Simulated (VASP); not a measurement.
Write the native input for VASP 6.6.1 that does the following.

```yaml
Task: single point
Functional: PBEsol
Potentials_or_basis: VASP PAW PBE potentials, release 64 (Mg, S)
Cutoff: 600 eV
k_mesh: 6 × 6 × 2
Occupations: gaussian, width 0.1 eV
Spin: no spin polarisation
Dipole_correction: no
Further_INCAR_settings: ALGO = Normal; EDIFF = 1e-06; NBANDS = 16
```

The structure of MgS lies in POSCAR:

```
MgS
1.0
    4.0346224068      0.0000000000      0.0000000000
   -2.0173112034      3.4940854990      0.0000000000
    0.0000000000      0.0000000000      6.4322941800
Mg S
2 2
Direct
    0.6666666667      0.3333333333      0.4957548500
    0.3333333333      0.6666666667      0.9957548500
    0.3333333333      0.6666666667      0.3792441500
    0.6666666667      0.3333333333      0.8792441500
```

One way to write it, as run:

INCAR

```
PREC = Accurate ; ENCUT = 600
EDIFF = 1E-6 ; ISMEAR = 0
SIGMA = 0.1 ; LREAL = F
LASPH = T ; NELM = 120
ALGO = Normal ; ISIF = 2
LWAVE = F ; LCHARG = F
GGA = PS ; NBANDS = 16
GGA_COMPAT = F
```

KPOINTS

```
Automatic mesh
0
Gamma
  6 6 2
```

Potentials or basis: VASP PAW PBE potentials, release 64 (Mg, S).

Run with:

```bash
$ cat potpaw_PBE.64/Mg/POTCAR potpaw_PBE.64/S/POTCAR > POTCAR
$ mpirun -np 1 vasp_std > vasp.out
```

Results of the run:

```
Pressure               : -0.4 GPa
Largest force          : 0.046 eV/Å
Band gap on the k mesh : 3.27 eV
```

Caveat: the k points lie up to 0.49 Å⁻¹ apart; the PAW data sets were made with another functional, which shifts forces and pressure a little.

Run time: 30 s on 1 thread of Intel(R) Xeon(R) Platinum 8175M CPU @ 2.50GHz (Skylake/Cascade Lake), on a shared host, peak memory 0.23 GiB.
